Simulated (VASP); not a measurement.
A run of VASP 6.6.1 is set up as follows.

POSCAR

```
HfO2
1.0
    3.5051588118      0.0000000000      0.0000000000
    0.0000000000      3.5051588118      0.0000000000
    0.0000000000      0.0000000000      5.2561842798
Hf O
2 4
Direct
    0.5000000000      0.5000000000      0.5000000000
    0.0000000000      0.0000000000      0.0000000000
    0.0000000000      0.5000000000      0.6977831959
    0.5000000000      0.0000000000      0.8022168041
    0.5000000000      0.0000000000      0.3022168041
    0.0000000000      0.5000000000      0.1977831959
```

File INCAR.step1:

```
PREC = Accurate
ENCUT = 520
ISMEAR = 0
SIGMA = 0.01
LREAL = False
LASPH = True
NELM = 60
NBANDS = 31
GGA = PE
ALGO = Normal
EDIFF = 1E-4
LWAVE = True
LCHARG = False
```

INCAR.step2

```
PREC = Accurate
ENCUT = 520
EDIFF = 1E-7
ISMEAR = 0
SIGMA = 0.01
LREAL = False
LASPH = True
NELM = 60
ALGO = Normal
ISIF = 2
LWAVE = False
LCHARG = True
METAGGA = R2SCAN
LMIXTAU = True
LELF = True
LVHAR = True
NBANDS = 31
ISTART = 1
```

The input KPOINTS:

```
Automatic mesh
0
Gamma
  8 8 6
```

Potentials or basis: VASP PAW PBE potentials, release 64 (Hf_pv, O).

Launch:

```console
$ cat potpaw_PBE.64/Hf_pv/POTCAR potpaw_PBE.64/O/POTCAR > POTCAR
$ cp INCAR.step1 INCAR
$ mpirun -np 1 vasp_std > vasp.out
$ cp INCAR.step2 INCAR
$ mpirun -np 1 vasp_std > vasp.out
```

(1) Estimate the largest force.

(2) What does it give for the band gap on the k mesh?

(3) What does it give for the pressure?

Results:

(1) 0.067 eV/Å.

(2) 5.27 eV (least direct gap 5.34 eV).

(3) 4.9 GPa.

Caveat: the cell differs from its parent crystal (epitaxial xy strain -2.0%); the stress differs along the axes, from -4 to 9 GPa; the PAW data sets were made with another functional, which shifts forces and pressure a little; spin-orbit coupling is left out, which moves the levels of the heavy elements.
